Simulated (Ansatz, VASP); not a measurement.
ZrSi3 in VASP and in Ansatz

```
Zr Si
1.0
     0.00000    3.25665    3.25665
     3.25665    0.00000    3.25665
     3.25665    3.25665    0.00000
Zr Si
1 3
Cartesian
  0.0000 0.0000 0.0000
  1.6283 1.6283 1.6283
  3.2566 3.2566 3.2566
  4.8850 4.8850 4.8850
```

Change from the starting cell: species swapped into the TbMg3 type (Fm-3m, No. 225).

Alike in both runs: functional PBE; k mesh 4 × 4 × 4; occupations gaussian, width 0.1 eV; no spin polarisation.

Ansatz relaxed the structure, and its values are those at the end. VASP's run is a single point on that final structure, the one shown.

|  | VASP | Ansatz |
| --- | --- | --- |
| version | VASP 6.6.1 | Ansatz 0.2.0 |
| potentials or method | VASP PAW PBE potentials, release 64 (Zr_sv, Si), cutoff 520 eV | scalar-relativistic, plane waves, PAW |
| valence electrons in the cell | 24 | 24 |

|  | VASP | Ansatz | Ansatz less VASP |
| --- | --- | --- | --- |
| gap on the k mesh at the Fermi level (eV) | none | none | - |
| pressure (GPa) | -0.3 | -0.3 | 0.00 |

A gap of «none» marks a metal or a gap that the smearing closes.

The k mesh is coarse, so the values compare programs but aren't converged.
